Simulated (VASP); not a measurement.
# CsPbBr3 (P4/mmm) in VASP: notebook, part 2 of 2

VASP 6.6.1. The steps go on from the part before.

### Step 3. Single point, PBEsol (strain +0.0300 x Voigt [0, 1, 0, 0, 0, 0])

Contents of INCAR:

```
PREC     = Accurate       # precision mode
ENCUT    = 520            # plane-wave cutoff, eV
EDIFF    = 1E-7           # SCF threshold, eV
ISMEAR   = 0              # smearing method
SIGMA    = 0.05           # smearing width, eV
LREAL    = False          # projectors in reciprocal space
LASPH    = True           # aspherical terms in the spheres
NELM     = 100            # most SCF steps
ALGO     = Normal         # electronic algorithm
ISIF     = 2              # what is computed and relaxed
LWAVE    = False          # write WAVECAR
LCHARG   = False          # write CHGCAR
GGA      = PS             # functional
NBANDS   = 30             # bands
```

Contents of KPOINTS:

```
Automatic mesh
0
Gamma
  6 6 6
```

Contents of POSCAR:

```
CsPbBr3
1.0
    5.8700000000      0.0000000000      0.0000000000
    0.0000000000      6.0461000000      0.0000000000
    0.0000000000      0.0000000000      5.8700000000
Cs Pb Br
1 1 3
Direct
    0.0000000000      0.0000000000      0.0000000000
    0.5000000000      0.5000000000      0.5000000000
    0.0000000000      0.5000000000      0.5000000000
    0.5000000000      0.0000000000      0.5000000000
    0.5000000000      0.5000000000      0.0000000000
```

Potentials or basis: VASP PAW PBE potentials, release 64 (Cs_sv, Pb_d, Br).

Launch:

```sh
> cat potpaw_PBE.64/Cs_sv/POTCAR potpaw_PBE.64/Pb_d/POTCAR potpaw_PBE.64/Br/POTCAR > POTCAR
> mpirun -np 1 vasp_std > vasp.out
```

OUTCAR:

```text
PREC = Accurate
   ENCUT = 520
   EDIFF = 1E-7
   ISMEAR = 0
   LREAL = False
   LASPH = True
   NELM = 100
   ISIF = 2
   GGA = PS

 ion  position               nearest neighbor table
   1  0.000  0.000  0.000-
   2  0.500  0.500  0.500-   3 2.94   5 2.94   5 2.94   3 2.94   4 3.02   4 3.02
   3  0.000  0.500  0.500-   2 2.94   2 2.94
   4  0.500  0.000  0.500-   2 3.02   2 3.02
   5  0.500  0.500  0.000-   2 2.94   2 2.94

  LATTYP: Found a simple tetragonal cell.
 ALAT       =     5.8700000000
 C/A-ratio  =     1.0300000000

  Lattice vectors:

 A1 = (  -5.8700000000,   0.0000000000,   0.0000000000)
 A2 = (   0.0000000000,   0.0000000000,   5.8700000000)
 A3 = (   0.0000000000,   6.0461000000,   0.0000000000)

Analysis of symmetry for initial positions (statically):
=====================================================================
 Subroutine PRICEL returns:
 Original cell was already a primitive cell.

 Routine SETGRP: Setting up the symmetry group for a
 simple tetragonal supercell.

 Subroutine GETGRP returns: Found 16 space group operations
 (whereof 16 operations were pure point group operations)
 out of a pool of 16 trial point group operations.

The static configuration has the point symmetry D_4h.

Analysis of symmetry for dynamics (positions and initial velocities):
=====================================================================
 Subroutine PRICEL returns:
 Original cell was already a primitive cell.

 Routine SETGRP: Setting up the symmetry group for a
 simple tetragonal supercell.

 Subroutine GETGRP returns: Found 16 space group operations
 (whereof 16 operations were pure point group operations)
 out of a pool of 16 trial point group operations.

The dynamic configuration has the point symmetry D_4h.

 Subroutine INISYM returns: Found 16 space group operations
 (whereof 16 operations are pure point group operations),
 and found     1 'primitive' translations

----------------------------------------------------------------------------------------

                                     Primitive cell

  volume of cell :     208.3299

  direct lattice vectors                    reciprocal lattice vectors
     5.870000000  0.000000000  0.000000000     0.170357751  0.000000000  0.000000000
     0.000000000  6.046100000  0.000000000     0.000000000  0.165395875  0.000000000
     0.000000000  0.000000000  5.870000000     0.000000000  0.000000000  0.170357751

  length of vectors
     5.870000000  6.046100000  5.870000000     0.170357751  0.165395875  0.170357751

  position of ions in fractional coordinates (direct lattice)
     0.000000000  0.000000000  0.000000000
     0.500000000  0.500000000  0.500000000
     0.000000000  0.500000000  0.500000000
     0.500000000  0.000000000  0.500000000
     0.500000000  0.500000000  0.000000000

  ion indices of the primitive-cell ions
   primitive index   ion index
                 1           1
                 2           2
[... 23 lines left out ...]
     0.000000000  0.000000000  0.000000000

 Subroutine IBZKPT returns following result:
 ===========================================

 Found     40 irreducible k-points:

 Following reciprocal coordinates:
            Coordinates               Weight
  0.000000  0.000000  0.000000      1.000000
  0.166667  0.000000  0.000000      4.000000
  0.333333  0.000000  0.000000      4.000000
  0.500000  0.000000  0.000000      2.000000
  0.000000  0.166667  0.000000      2.000000
  0.166667  0.166667  0.000000      8.000000
[... 16 lines left out ...]
  0.166667  0.333333  0.166667      8.000000
  0.333333  0.333333  0.166667     16.000000
 [... further k-points ...]
   k-points           NKPTS =     40   k-points in BZ     NKDIM =     40   number of bands    NBANDS=     30
   number of dos      NEDOS =    301   number of ions     NIONS =      5
   total plane-waves  NPLWV = 110592
   dimension x,y,z NGX =    48 NGY =   48 NGZ =   48
   dimension x,y,z NGXF=    96 NGYF=   96 NGZF=   96
   ions per type =               1   1   3
   NGX,Y,Z   is equivalent  to a cutoff of  13.59, 13.20, 13.59 a.u.
   NGXF,Y,Z  is equivalent  to a cutoff of  27.19, 26.40, 27.19 a.u.
 SYSTEM =  unknown system
   PREC   = accura    normal or accurate (medium, high low for compatibility)
   ISTART =      0    job   : 0-new  1-cont  2-samecut
   ICHARG =      2    charge: 1-file 2-atom 10-const
   ISPIN  =      1    spin polarized calculation?
   LNONCOLLINEAR =      F non collinear calculations
   LSORBIT =      F    spin-orbit coupling
   LASPH  =      T    aspherical Exc in radial PAW
   ENCUT  =  520.0 eV  38.22 Ry    6.18 a.u.  10.91 11.24 10.91*2*pi/ulx,y,z
   NELM   =    100;   NELMIN=  2; NELMDL= -5     # of ELM steps
   EDIFF  = 0.1E-06   stopping-criterion for ELM
   LREAL  =      F    real-space projection
   EDIFFG = 0.1E-05   stopping-criterion for IOM
   NSW    =      0    number of steps for IOM
   IBRION =     -1    ionic relax: 0-MD 1-quasi-New 2-CG
   NFREE  =      0    steps in history (QN), initial steepest desc. (CG)
   ISIF   =      2    stress and relaxation
   ISYM   =      2    0-nonsym 1-usesym 2-fastsym
   POTIM  = 0.5000    time-step for ionic-motion
   TEBEG  =    0.0;   TEEND  =   0.0 temperature during run
   PSTRESS=    0.0 pullay stress
   NELECT =      44.0000    total number of electrons
   NUPDOWN=      -1.0000    fix difference up-down
   EMIN   =  10.00;   EMAX   =-10.00  energy-range for DOS
   EFERMI =   0.00;   METHOD = LEGACY
   ISMEAR =     0;   SIGMA  =   0.05  broadening in eV -4-tet -1-fermi 0-gaus
   EFERMI_NEDOS =   21; number of points for ismear=-14 and -15
   IALGO  =     38    algorithm
   IMIX   =      4    mixing-type and parameters
     AMIX     =   0.40;   BMIX     =  1.00
     AMIX_MAG =   1.60;   BMIX_MAG =  1.00
  volume/ion in A,a.u.               =      41.67       281.18
  Fermi-wavevector in a.u.,A,eV,Ry     =   0.974934  1.842358 12.932287  0.950496
  Thomas-Fermi vector in A             =   2.105433
   LORBIT       =      0    0 simple, 1 ext, 2 COOP (PROOUT), +10 PAW based schemes
   GGA     = PS    functional components
   LHFCALC =     F    Hartree Fock is set to
   AEXX    =    0.0000 exact exchange contribution
   IVDW    =     0    specifies the selected vdW correction
   LEPSILON=     F    determine dielectric tensor
   LRPA    =     F    only Hartree local field effects (RPA)
 non-spin polarized calculation
 Gauss-broadening in eV      SIGMA  =   0.05
  energy-cutoff  :      520.00
  volume of cell :      208.33
 maximum number of plane-waves:      5672
 NGX is ok and might be reduce to    48
   NGX = 21   NGY = 23   NGZ = 21

 number of electron      44.0000001 magnetization

 Free energy of the ion-electron system (eV)
  ---------------------------------------------------
  ext. energy  EPLUGINS =         0.00000000
  ---------------------------------------------------
  free energy    TOTEN  =       -16.78292819 eV

  energy without entropy =      -16.78292819  energy(sigma->0) =      -16.78292819

 E-fermi :   1.1581     XC(G=0):  -7.6888

 val. band max:        0.8787180816   @ k =   0.5000   0.5000   0.5000
 cond. band min:       2.2889554253   @ k =   0.5000   0.5000   0.5000
 fundamental gap:      1.4102373437
 Fermi energy:         1.1581216392

 k-point     1 :       0.0000    0.0000    0.0000
  band No.  band energies     occupation
      1     -20.4552      2.00000
      2     -15.8513      2.00000
      3     -15.8219      2.00000
      4     -15.6923      2.00000
      5     -15.6923      2.00000
      6     -15.6843      2.00000
[... 781 lines left out ...]
     29       6.8553      0.00000
     30       6.9869      0.00000

 [... further k-points ...]

------------------------ aborting loop because EDIFF is reached ----------------------------------------

  FORCE on cell =-STRESS in cart. coord.  units (eV):
  Direction    XX          YY          ZZ          XY          YZ          ZX
  --------------------------------------------------------------------------------------
  -------------------------------------------------------------------------------------
  Total       -0.2062103     -1.6658602     -0.2062103      0.0000000      0.0000000      0.0000000
  in kB       -1.5858766    -12.8114302     -1.5858766      0.0000000      0.0000000      0.0000000
  external PRESSURE =      -5.3277278 kB  Pullay stress =       0.0000000 kB

 VOLUME and BASIS-vectors are now :
 -----------------------------------------------------------------------------
  energy-cutoff  :      520.00
  volume of cell :      208.33
      direct lattice vectors                 reciprocal lattice vectors
     5.870000000  0.000000000  0.000000000     0.170357751  0.000000000  0.000000000
     0.000000000  6.046100000  0.000000000     0.000000000  0.165395875  0.000000000
     0.000000000  0.000000000  5.870000000     0.000000000  0.000000000  0.170357751

 POSITION                                       TOTAL-FORCE (eV/Angst)
 -----------------------------------------------------------------------------------
      0.00000      0.00000      0.00000         0.000000      0.000000      0.000000
      2.93500      3.02305      2.93500         0.000000      0.000000      0.000000
      0.00000      3.02305      2.93500         0.000000      0.000000      0.000000
      2.93500      0.00000      2.93500         0.000000      0.000000      0.000000
      2.93500      3.02305      0.00000         0.000000      0.000000      0.000000
 -----------------------------------------------------------------------------------
    total drift:                                0.000000     -0.000000     -0.000000

  FREE ENERGIE OF THE ION-ELECTRON SYSTEM (eV)
  ---------------------------------------------------
  free  energy   TOTEN  =       -16.7829281865 eV

  energy  without entropy=      -16.7829281865  energy(sigma->0) =      -16.78292819
```

It took 1.8 min on 1 thread of Intel Xeon 6975P-C (Granite Rapids), shared host; peak memory 0.47 GiB.

What came out:

```
Free energy            : -16.7829 eV
Pressure               : -0.5 GPa
Band gap on the k mesh : 1.41 eV
```

Caveat: the cell differs from its parent crystal (strain +0.0300 x Voigt [0, 1, 0, 0, 0, 0]); the PAW data sets were made with another functional, which shifts forces and pressure a little; spin-orbit coupling is left out, which moves the levels of the heavy elements.
